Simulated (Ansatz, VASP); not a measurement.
HfN in VASP and in Ansatz

Contents of POSCAR:

```
HfN
1.0
    0.0000000000      2.4047095306      2.4047095306
    2.4047095306      0.0000000000      2.4047095306
    2.4047095306      2.4047095306      0.0000000000
Hf N
1 1
Direct
    0.0000000000      0.0000000000      0.0000000000
    0.2500000000      0.2500000000      0.2500000000
```

The input INCAR.step1:

```
SYSTEM = HfN
PREC = Accurate
ENCUT = 520
ISMEAR = -1
SIGMA = 0.05
LREAL = .FALSE.
LASPH = .TRUE.
NELM = 100
NBANDS = 14
GGA = PE
ALGO = Normal
EDIFF = 1E-4
LWAVE = .TRUE.
LCHARG = .FALSE.
```

INCAR.step2

```
SYSTEM = HfN
PREC = Accurate
ENCUT = 520
EDIFF = 1E-7
ISMEAR = -1
SIGMA = 0.05
LREAL = .FALSE.
LASPH = .TRUE.
NELM = 100
ALGO = Normal
ISIF = 2
LWAVE = .FALSE.
LCHARG = .TRUE.
METAGGA = R2SCAN
LMIXTAU = .TRUE.
LELF = .TRUE.
LVHAR = .TRUE.
NBANDS = 14
ISTART = 1
```

KPOINTS

```
Automatic mesh
0
G
  9 9 9
  0 0 0
```

The input input.yaml:

```yaml
crystal:
  lattice:
    - [0.0, 2.4047095306, 2.4047095306]
    - [2.4047095306, 0.0, 2.4047095306]
    - [2.4047095306, 2.4047095306, 0.0]
  atoms:
    - { symbol: Hf, position: [0.0, 0.0, 0.0] }
    - { symbol: "N", position: [0.25, 0.25, 0.25] }
hamiltonian:
  xc: r2scan
  pseudopotentials: { kind: paw }
kpoints:
  mp_grid: { grid: [9, 9, 9] }
scf:
  occupations: { method: fermi_dirac, width: 0.05 }
output:
  forces: true
  stress: true
  eigenvalues: true
  write_density: true
  write_potential: true
  elf: true
  volumetric_format: npy
```

Alike in both runs: task single point; functional r2SCAN; k mesh 9 × 9 × 9; occupations fermi-dirac, width 0.05 eV; no spin polarisation.

```csv
,VASP,Ansatz
version,VASP 6.6.1,Ansatz 0.2.0
potentials or method,"VASP PAW PBE potentials, release 64 (Hf_pv, N)",Ansatz PAW
plane-wave cutoff (eV),520,500
valence electrons in the cell,15,31
```

```csv
,VASP,Ansatz,Ansatz less VASP
gap on the k mesh at the Fermi level (eV),none,none,-
pressure (GPa),10.1,11.3,+1.23
```

VASP's potentials were made for PBE, not for r2SCAN. A gap of «none» marks a metal or a gap that the smearing closes. VASP's potentials hold 15 valence electrons a cell and Ansatz's 31, so a difference there can come from the potentials and not from the codes.

Neither program's run includes spin-orbit coupling.
